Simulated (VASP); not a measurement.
# CaO (Fm-3m) in VASP: a series of runs

CaO is run at these levels: PBE; tasks: single point.

All numbers are computed with VASP 6.6.1; they aren't measurements. Logs are shortened: lines on timing, memory, paths and dates and some standing lists are left out, and cuts for length are marked.

## Step 1: The cell of the first run

It takes space group Fm-3m (No. 225, cubic). The conventional cell has a = 4.782 Å, b = 4.782 Å, c = 4.782 Å, α = 90.00°, β = 90.00°, γ = 90.00°. Within 3.2 Å of Ca (site symmetry m-3m) lie 6 O at 2.39 Å. O (site symmetry m-3m) has 6 Ca at 2.39 Å within 3.2 Å.

## Step 2: Single point, PBE (volume changed by -3%)

File INCAR:

```
  PREC = Accurate
  ENCUT = 520
  EDIFF = 1E-6
  ISMEAR = 0
  SIGMA = 0.01
  LREAL = False
  LASPH = True
  NELM = 60
  ALGO = Normal
  ISIF = 2
  LWAVE = False
  LCHARG = True
  GGA = PE
  LELF = True
  LVHAR = True
  NBANDS = 15
```

File KPOINTS:

```
Automatic mesh
0
Gamma
  8 8 8
```

File POSCAR:

```
CaO
1.0
    0.0000000000      2.3907810659      2.3907810659
    2.3907810659      0.0000000000      2.3907810659
    2.3907810659      2.3907810659      0.0000000000
Ca O
1 1
Direct
    0.0000000000      0.0000000000      0.0000000000
    0.5000000000      0.5000000000      0.5000000000
```

Potentials or basis: VASP PAW PBE potentials, release 64 (Ca_sv, O).

Started as:

```bash
$ cat potpaw_PBE.64/Ca_sv/POTCAR potpaw_PBE.64/O/POTCAR > POTCAR
$ mpirun -np 1 vasp_std > vasp.out
```

OUTCAR:

```text
PREC = Accurate
   ENCUT = 520
   EDIFF = 1E-6
   ISMEAR = 0
   LREAL = False
   LASPH = True
   NELM = 60
   ISIF = 2
   GGA = PE

 ion  position               nearest neighbor table
   1  0.000  0.000  0.000-   2 2.39   2 2.39   2 2.39   2 2.39   2 2.39   2 2.39
   2  0.500  0.500  0.500-   1 2.39   1 2.39   1 2.39   1 2.39   1 2.39   1 2.39

  LATTYP: Found a face centered cubic cell.
 ALAT       =     4.7815621318

  Lattice vectors:

 A1 = (   0.0000000000,   2.3907810659,   2.3907810659)
 A2 = (   2.3907810659,   0.0000000000,   2.3907810659)
 A3 = (   2.3907810659,   2.3907810659,   0.0000000000)

Analysis of symmetry for initial positions (statically):
=====================================================================
 Subroutine PRICEL returns:
 Original cell was already a primitive cell.

 Routine SETGRP: Setting up the symmetry group for a
 face centered cubic supercell.

 Subroutine GETGRP returns: Found 48 space group operations
 (whereof 48 operations were pure point group operations)
 out of a pool of 48 trial point group operations.

The static configuration has the point symmetry O_h .

Analysis of symmetry for dynamics (positions and initial velocities):
=====================================================================
 Subroutine PRICEL returns:
 Original cell was already a primitive cell.

 Routine SETGRP: Setting up the symmetry group for a
 face centered cubic supercell.

 Subroutine GETGRP returns: Found 48 space group operations
 (whereof 48 operations were pure point group operations)
 out of a pool of 48 trial point group operations.

The dynamic configuration has the point symmetry O_h .

 Subroutine INISYM returns: Found 48 space group operations
 (whereof 48 operations are pure point group operations),
 and found     1 'primitive' translations

----------------------------------------------------------------------------------------

                                     Primitive cell

  volume of cell :      27.3306

  direct lattice vectors                    reciprocal lattice vectors
     0.000000000  2.390781066  2.390781066    -0.209136674  0.209136674  0.209136674
     2.390781066  0.000000000  2.390781066     0.209136674 -0.209136674  0.209136674
     2.390781066  2.390781066  0.000000000     0.209136674  0.209136674 -0.209136674

  length of vectors
     3.381075008  3.381075008  3.381075008     0.362235345  0.362235345  0.362235345

  position of ions in fractional coordinates (direct lattice)
     0.000000000  0.000000000  0.000000000
     0.500000000  0.500000000  0.500000000

  ion indices of the primitive-cell ions
   primitive index   ion index
                 1           1
                 2           2

----------------------------------------------------------------------------------------

 KPOINTS: Automatic mesh

Automatic generation of k-mesh.
 Grid dimensions read from file:
 generate k-points for:    8    8    8

 Generating k-lattice:

  Cartesian coordinates                     Fractional coordinates (reciprocal lattice)
    -0.026142084  0.026142084  0.026142084     0.125000000  0.000000000  0.000000000
     0.026142084 -0.026142084  0.026142084     0.000000000  0.125000000  0.000000000
     0.026142084  0.026142084 -0.026142084     0.000000000  0.000000000  0.125000000

  Length of vectors
     0.045279418  0.045279418  0.045279418

  Shift w.r.t. Gamma in fractional coordinates (k-lattice)
     0.000000000  0.000000000  0.000000000

 Subroutine IBZKPT returns following result:
 ===========================================

 Found     29 irreducible k-points:

 Following reciprocal coordinates:
            Coordinates               Weight
  0.000000  0.000000  0.000000      1.000000
  0.125000  0.000000  0.000000      8.000000
  0.250000  0.000000  0.000000      8.000000
  0.375000  0.000000  0.000000      8.000000
  0.500000  0.000000  0.000000      4.000000
  0.125000  0.125000  0.000000      6.000000
[... 16 lines left out ...]
  0.500000  0.250000  0.125000     48.000000
 -0.375000  0.250000  0.125000     24.000000
 [... further k-points ...]
   k-points           NKPTS =     29   k-points in BZ     NKDIM =     29   number of bands    NBANDS=     15
   number of dos      NEDOS =    301   number of ions     NIONS =      2
   total plane-waves  NPLWV =  21952
   dimension x,y,z NGX =    28 NGY =   28 NGZ =   28
   dimension x,y,z NGXF=    56 NGYF=   56 NGZF=   56
   ions per type =               1   1
   NGX,Y,Z   is equivalent  to a cutoff of  13.77, 13.77, 13.77 a.u.
   NGXF,Y,Z  is equivalent  to a cutoff of  27.53, 27.53, 27.53 a.u.
 SYSTEM =  unknown system
   PREC   = accura    normal or accurate (medium, high low for compatibility)
   ISTART =      0    job   : 0-new  1-cont  2-samecut
   ICHARG =      2    charge: 1-file 2-atom 10-const
   ISPIN  =      1    spin polarized calculation?
   LNONCOLLINEAR =      F non collinear calculations
   LSORBIT =      F    spin-orbit coupling
   LASPH  =      T    aspherical Exc in radial PAW
   ENCUT  =  520.0 eV  38.22 Ry    6.18 a.u.   6.29  6.29  6.29*2*pi/ulx,y,z
   NELM   =     60;   NELMIN=  2; NELMDL= -5     # of ELM steps
   EDIFF  = 0.1E-05   stopping-criterion for ELM
   LREAL  =      F    real-space projection
   EDIFFG = 0.1E-04   stopping-criterion for IOM
   NSW    =      0    number of steps for IOM
   IBRION =     -1    ionic relax: 0-MD 1-quasi-New 2-CG
   NFREE  =      0    steps in history (QN), initial steepest desc. (CG)
   ISIF   =      2    stress and relaxation
   ISYM   =      2    0-nonsym 1-usesym 2-fastsym
   POTIM  = 0.5000    time-step for ionic-motion
   TEBEG  =    0.0;   TEEND  =   0.0 temperature during run
   PSTRESS=    0.0 pullay stress
   NELECT =      16.0000    total number of electrons
   NUPDOWN=      -1.0000    fix difference up-down
   EMIN   =  10.00;   EMAX   =-10.00  energy-range for DOS
   EFERMI =   0.00;   METHOD = LEGACY
   ISMEAR =     0;   SIGMA  =   0.01  broadening in eV -4-tet -1-fermi 0-gaus
   EFERMI_NEDOS =   21; number of points for ismear=-14 and -15
   IALGO  =     38    algorithm
   IMIX   =      4    mixing-type and parameters
     AMIX     =   0.40;   BMIX     =  1.00
     AMIX_MAG =   1.60;   BMIX_MAG =  1.00
  volume/ion in A,a.u.               =      13.67        92.22
  Fermi-wavevector in a.u.,A,eV,Ry     =   1.369509  2.587998 25.518489  1.875556
  Thomas-Fermi vector in A             =   2.495378
   LORBIT       =      0    0 simple, 1 ext, 2 COOP (PROOUT), +10 PAW based schemes
   GGA     = PE    functional components
   LHFCALC =     F    Hartree Fock is set to
   AEXX    =    0.0000 exact exchange contribution
   IVDW    =     0    specifies the selected vdW correction
   LEPSILON=     F    determine dielectric tensor
   LRPA    =     F    only Hartree local field effects (RPA)
 non-spin polarized calculation
 Gauss-broadening in eV      SIGMA  =   0.01
  energy-cutoff  :      520.00
  volume of cell :       27.33
 maximum number of plane-waves:       754
 NGX is ok and might be reduce to    28
   NGX = 13   NGY = 13   NGZ = 13

 number of electron      15.9999997 magnetization

 Free energy of the ion-electron system (eV)
  ---------------------------------------------------
  ext. energy  EPLUGINS =         0.00000000
  ---------------------------------------------------
  free energy    TOTEN  =       -12.79219857 eV

  energy without entropy =      -12.79219857  energy(sigma->0) =      -12.79219857

 E-fermi :   2.5826     XC(G=0): -10.5513

 val. band max:        2.4392189716   @ k =   0.0000   0.0000   0.0000
 cond. band min:       6.0694429068   @ k =   0.5000   0.5000   0.0000
 fundamental gap:      3.6302239352
 Fermi energy:         2.5826276856

 k-point     1 :       0.0000    0.0000    0.0000
  band No.  band energies     occupation
      1     -35.1349      2.00000
      2     -15.8871      2.00000
      3     -15.8871      2.00000
      4     -15.8871      2.00000
      5     -13.1234      2.00000
      6       2.4392      2.00000
      7       2.4392      2.00000
      8       2.4392      2.00000
      9       7.2796      0.00000
     10       8.7023      0.00000
     11       8.7023      0.00000
     12       8.7023      0.00000
     13      10.2333      0.00000
     14      10.2333      0.00000
     15      17.6091      0.00000

 k-point     2 :       0.1250    0.0000    0.0000
  band No.  band energies     occupation
      1     -35.1189      2.00000
      2     -16.1160      2.00000
      3     -15.8954      2.00000
      4     -15.8954      2.00000
      5     -12.8847      2.00000
      6       1.9001      2.00000
      7       2.2226      2.00000
      8       2.2226      2.00000
      9       7.9654      0.00000
     10       8.6649      0.00000
     11       8.9718      0.00000
     12       8.9718      0.00000
     13      10.6106      0.00000
     14      10.6106      0.00000
     15      18.2036      0.00000

 k-point     3 :       0.2500    0.0000    0.0000
  band No.  band energies     occupation
      1     -35.0800      2.00000
      2     -16.5663      2.00000
      3     -15.9153      2.00000
      4     -15.9153      2.00000
      5     -12.4090      2.00000
      6       0.8866      2.00000
      7       1.7596      2.00000
      8       1.7596      2.00000
      9       8.7422      0.00000
     10       9.4309      0.00000
     11       9.6790      0.00000
     12       9.6790      0.00000
     13      11.5171      0.00000
     14      11.5171      0.00000
     15      18.5439      0.00000
[... 343 lines left out ...]
 k-point    23 :       0.5000    0.2500    0.1250
  band No.  band energies     occupation
      1     -35.0205      2.00000
      2     -16.7671      2.00000
      3     -16.1229      2.00000
      4     -15.9923      2.00000
      5     -12.2156      2.00000
      6       0.4156      2.00000
      7       1.3463      2.00000
      8       1.5871      2.00000
      9       8.3566      0.00000
     10      10.0237      0.00000
     11      10.9899      0.00000
     12      11.1095      0.00000
     13      12.4779      0.00000
     14      13.6919      0.00000
     15      17.4177      0.00000

 k-point    24 :      -0.3750    0.2500    0.1250
  band No.  band energies     occupation
      1     -35.0076      2.00000
      2     -16.8321      2.00000
      3     -16.1388      2.00000
      4     -16.0191      2.00000
      5     -12.1586      2.00000
      6       0.3640      2.00000
      7       1.2960      2.00000
      8       1.3609      2.00000
      9       9.2489      0.00000
     10       9.3299      0.00000
     11      11.2864      0.00000
     12      11.4962      0.00000
     13      12.7714      0.00000
     14      14.5099      0.00000
     15      16.4782      0.00000

 [... further k-points ...]
[... 5 lines left out ...]
  --------------------------------------------------------------------------------------
  -------------------------------------------------------------------------------------
  Total        0.6964824      0.6964824      0.6964824      0.0000000      0.0000000     -0.0000000
  in kB       40.8292389     40.8292389     40.8292389      0.0000000      0.0000000     -0.0000000
  external PRESSURE =      40.8292389 kB  Pullay stress =       0.0000000 kB

 VOLUME and BASIS-vectors are now :
 -----------------------------------------------------------------------------
  energy-cutoff  :      520.00
  volume of cell :       27.33
      direct lattice vectors                 reciprocal lattice vectors
     0.000000000  2.390781066  2.390781066    -0.209136674  0.209136674  0.209136674
     2.390781066  0.000000000  2.390781066     0.209136674 -0.209136674  0.209136674
     2.390781066  2.390781066  0.000000000     0.209136674  0.209136674 -0.209136674

 POSITION                                       TOTAL-FORCE (eV/Angst)
 -----------------------------------------------------------------------------------
      0.00000      0.00000      0.00000        -0.000000     -0.000000     -0.000000
      2.39078      2.39078      2.39078         0.000000      0.000000      0.000000
 -----------------------------------------------------------------------------------
    total drift:                                0.000000      0.000000      0.000000

  FREE ENERGIE OF THE ION-ELECTRON SYSTEM (eV)
  ---------------------------------------------------
  free  energy   TOTEN  =       -12.7921985660 eV

  energy  without entropy=      -12.7921985660  energy(sigma->0) =      -12.79219857
```

Run time: 12 s. Hardware: 1 thread of Intel Xeon Platinum 8375C at 2.90GHz (Ice Lake), shared host; peak memory 0.16 GiB.

What came out:

| Property | Result |
| --- | --- |
| Free energy | -12.7922 eV |
| Pressure | 4.1 GPa |
| Band gap on the k mesh | 3.63 eV, indirect (least direct gap 4.00 eV) |

 A k mesh can miss the band edges.

## Step 3: Single point, PBE (volume changed by +3%)

File INCAR:

```
ALGO = Normal
EDIFF = 1E-6
ENCUT = 520
GGA = PE
ISIF = 2
ISMEAR = 0
LASPH = True
LCHARG = False
LREAL = False
LWAVE = False
NBANDS = 15
NELM = 100
PREC = Accurate
SIGMA = 0.01
```

File KPOINTS:

```
k-points
0
Gamma
  8 8 8
```

File POSCAR:

```
CaO
1.0
    0.0000000000      2.4390926895      2.4390926895
    2.4390926895      0.0000000000      2.4390926895
    2.4390926895      2.4390926895      0.0000000000
Ca O
1 1
Direct
    0.0000000000      0.0000000000      0.0000000000
    0.5000000000      0.5000000000      0.5000000000
```

Potentials or basis: VASP PAW PBE potentials, release 64 (Ca_sv, O).

Started as:

```bash
$ cat potpaw_PBE.64/Ca_sv/POTCAR potpaw_PBE.64/O/POTCAR > POTCAR
$ mpirun -np 1 vasp_std > vasp.out
```

It took 12 s on 1 thread of Intel Xeon Platinum 8375C at 2.90GHz (Ice Lake), shared host; peak memory 0.16 GiB.

Results (log left out):

- Free energy: -12.8011 eV
- Pressure: -2.4 GPa
- Band gap on the k mesh: 3.64 eV, indirect (least direct gap 4.02 eV)

Levels at points of the mesh, in eV from the valence-band top:
```csv
k point,band 6,band 7,band 8,band 9,band 10,band 11
"(0.00, 0.00, 0.00)",0.00,0.00,0.00,4.36,6.11,6.11
"(0.50, 0.00, 0.00)",-2.54,-1.12,-1.12,6.84,8.11,8.11
"(0.50, 0.50, 0.00)",-1.32,-0.38,-0.38,3.64,7.72,8.64
```

 A k mesh can miss the band edges.

[end of part 1 of 2]
